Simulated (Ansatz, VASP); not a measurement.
One calculation of GeSb4Te4, two programs

```
Ge Sb Te
1.0
     3.98359    0.00000    0.00000
    -1.99179    3.44989    0.00000
     0.00000    0.00000   17.64861
Ge Sb Te
1 4 4
Direct
  0.00000 0.00000 0.00000
  0.33333 0.66667 0.54410
  0.66667 0.33333 0.45590
  0.66667 0.33333 0.79077
  0.33333 0.66667 0.20923
  0.33333 0.66667 0.90452
  0.66667 0.33333 0.09548
  0.00000 0.00000 0.69397
  0.00000 0.00000 0.30603
```

Change from the starting cell: strain -0.080 along x and y, +0.000 along z, atoms carried along.

Alike in both runs: task single point; functional PBE; k mesh 12 × 12 × 2; occupations gaussian, width 0.03 eV; no spin polarisation.

|  | VASP | Ansatz |
| --- | --- | --- |
| version | VASP 6.6.1 | Ansatz 0.2.0 |
| potentials or method | VASP PAW PBE potentials, release 64 (Ge_d, Sb, Te), cutoff 520 eV | scalar-relativistic, plane waves, PAW |
| valence electrons in the cell | 58 | 138 |

VASP gave:

* gap on the k mesh at the Fermi level (eV): none
* pressure (GPa): 11.4
* traceless stress, the component that is largest in VASP (GPa): -1.60
* rms of the force components (eV/Å): 0.500

Q: Which values does Ansatz return?

A: gap on the k mesh at the Fermi level (eV): none; pressure (GPa): 11.3; traceless stress, the component that is largest in VASP (GPa): -1.67; rms of the force components (eV/Å): 0.464.

Atom by atom the forces differ by 0.039 eV/Å (rms over components). A gap of «none» marks a metal or a gap that the smearing closes. VASP's potentials hold 58 valence electrons a cell and Ansatz's 138, so a difference there can come from the potentials and not from the codes.

Neither program's run includes spin-orbit coupling.
